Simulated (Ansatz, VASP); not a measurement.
**One calculation of Co, two programs**

```
CELL_PARAMETERS angstrom
0.00000 2.28211 2.28211
2.28211 0.00000 2.28211
2.28211 2.28211 0.00000
ATOMIC_POSITIONS crystal
Co 0.00000 0.00000 0.00000
Co 0.50000 0.50000 0.50000
```

Alike in both runs: task single point; functional PBE; k mesh 12 × 12 × 12; occupations fermi-dirac, width 0.05 eV; non-collinear spin, spin-orbit coupling.

|  | VASP | Ansatz |
| --- | --- | --- |
| version | VASP 6.6.1 | Ansatz 0.2.0 |
| potentials or method | VASP PAW PBE potentials, release 64 (Co), cutoff 520 eV | plane waves (420 eV) with PAW, fully relativistic with spin-orbit coupling |
| valence electrons in the cell | 18 | 34 |

|  | VASP | Ansatz | Ansatz less VASP |
| --- | --- | --- | --- |
| net moment per atom (μB) | 1.72 | 1.74 | +0.016 |

VASP's potentials hold 18 valence electrons a cell and Ansatz's 34, so a difference there can come from the potentials and not from the codes.
